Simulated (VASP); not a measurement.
A run of VASP 6.6.1 is set up as follows.

INCAR

```
PREC = Accurate
ENCUT = 520
EDIFF = 1E-7
ISMEAR = 0
SIGMA = 0.1
LREAL = False
LASPH = True
NELM = 100
ALGO = Normal
ISIF = 2
LWAVE = False
LCHARG = True
GGA = PE
LELF = True
LVHAR = True
NBANDS = 33
```

The input KPOINTS:

```
Automatic mesh
0
Gamma
  6 6 6
```

File POSCAR:

```
Y2ScAs3
1.0
   -2.4902762795      2.4902762795      7.7257056057
    2.4902762795     -2.4902762795      7.7257056057
    2.4902762795      2.4902762795     -7.7257056057
Y Sc As
2 1 3
Direct
    0.3199845342      0.3199845342      0.0000000000
    0.6800154658      0.6800154658      0.0000000000
    0.0000000000      0.0000000000      0.0000000000
    0.7500000000      0.2500000000      0.5000000000
    0.2500000000      0.7500000000      0.5000000000
    0.5000000000      0.5000000000      0.0000000000
```

Potentials or basis: VASP PAW PBE potentials, release 64 (Y_sv, Sc_sv, As).

Launch:

```sh
$ cat potpaw_PBE.64/Y_sv/POTCAR potpaw_PBE.64/Sc_sv/POTCAR potpaw_PBE.64/As/POTCAR > POTCAR
$ mpirun -np 1 vasp_std > vasp.out
```

**Question.** Estimate the pressure.

**Answer.** 0.1 GPa.

**Question.** Estimate the largest force.

**Answer.** 0.030 eV/Å.

**Question.** Predict the band gap on the k mesh.

**Answer.** Zero (band 24 reaches 2.56 eV, above the bottom of band 25 at 2.25 eV).

Stress tensor (GPa, compression positive):
```
 0.26  0.00  0.00
 0.00  0.26  0.00
 0.00  0.00 -0.07
```
